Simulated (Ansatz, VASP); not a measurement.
## Two plane-wave programs on B5C2

```
CELL_PARAMETERS angstrom
2.51061 1.44950 2.32890
-2.51061 1.44950 2.32890
0.00000 -2.89900 2.32890
ATOMIC_POSITIONS crystal
B 0.00000 0.00000 0.50000
B 0.50000 0.00000 0.00000
B 0.00000 0.50000 0.00000
B 0.50000 0.50000 0.50000
B 0.00000 0.00000 0.00000
C 0.28028 0.28028 0.28028
C 0.71972 0.71972 0.71972
```

Alike in both runs: functional PBE; k mesh 4 × 4 × 4; occupations gaussian, width 0.2 eV; no spin polarisation.

Ansatz relaxed the structure, and its values are those at the end. VASP's run is a single point on that final structure, the one shown.

|  | VASP | Ansatz |
| --- | --- | --- |
| version | VASP 6.6.1 | Ansatz 0.2.0 |
| potentials or method | VASP PAW PBE potentials, release 64 (B, C), cutoff 600 eV | scalar-relativistic, plane waves, PAW |
| valence electrons in the cell | 23 | 23 |

VASP gave:

```
gap on the k mesh at the Fermi level (eV) : none
pressure (GPa)                            : -0.4
rms of the force components (eV/Å)        : 0.006
```

What did Ansatz give for the same quantities?

gap on the k mesh at the Fermi level (eV): none; pressure (GPa): -0.3; rms of the force components (eV/Å): 0.005.

A gap of «none» marks a metal or a gap that the smearing closes. The functional is the same, so the differences come from potentials, cutoffs and numerics.

The k mesh is coarse, so the values compare programs but aren't converged.
